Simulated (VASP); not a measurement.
A run of VASP 6.6.1:

File INCAR:

```
SYSTEM = BeNiI4
PREC = Accurate ; ENCUT = 520
EDIFF = 1E-6 ; ISMEAR = 0
SIGMA = 0.1 ; LREAL = .False.
LASPH = .True. ; NELM = 150
ALGO = Normal ; ISIF = 2
LWAVE = .False. ; LCHARG = .False.
ISPIN = 2 ; MAGMOM = 0 2 0 0 0 0
LORBIT = 11 ; LMAXMIX = 4
GGA = PE ; NBANDS = 33
```

The input KPOINTS:

```
Automatic mesh
0
Gamma
  6 6 2
  0 0 0
```

The input POSCAR:

```
BeNiI4
1.0
    5.5005244312     -0.0000000036      0.0000000000
   -2.7502622125      4.7635938933      0.0000000000
    0.0000000000      0.0000000000      7.7694810804
Be Ni I
1 1 4
Direct
    0.0000000000      0.0000000000      0.5000000000
    0.0000000000      0.0000000000      0.0000000000
    0.6666666667      0.3333333333      0.2409313102
    0.3333333333      0.6666666667      0.7590686898
    0.3333333333      0.6666666667      0.2409313102
    0.6666666667      0.3333333333      0.7590686898
```

Potentials or basis: VASP PAW PBE potentials, release 64 (Be, Ni, I).

The run is started by

```sh
$ cat potpaw_PBE.64/Be/POTCAR potpaw_PBE.64/Ni/POTCAR potpaw_PBE.64/I/POTCAR > POTCAR
$ mpirun -np 1 vasp_std > vasp.out
```

Hardware: 1 thread of Intel(R) Xeon(R) Platinum 8259CL CPU @ 2.50GHz (Skylake/Cascade Lake), with other jobs on the host.

Task: Estimate the wall time of this run.

Result: Wall time 11 min on 1 thread of Intel(R) Xeon(R) Platinum 8259CL CPU @ 2.50GHz (Skylake/Cascade Lake), on a shared host, peak memory 0.49 GiB. Counts: scf iterations 51, k points 14.
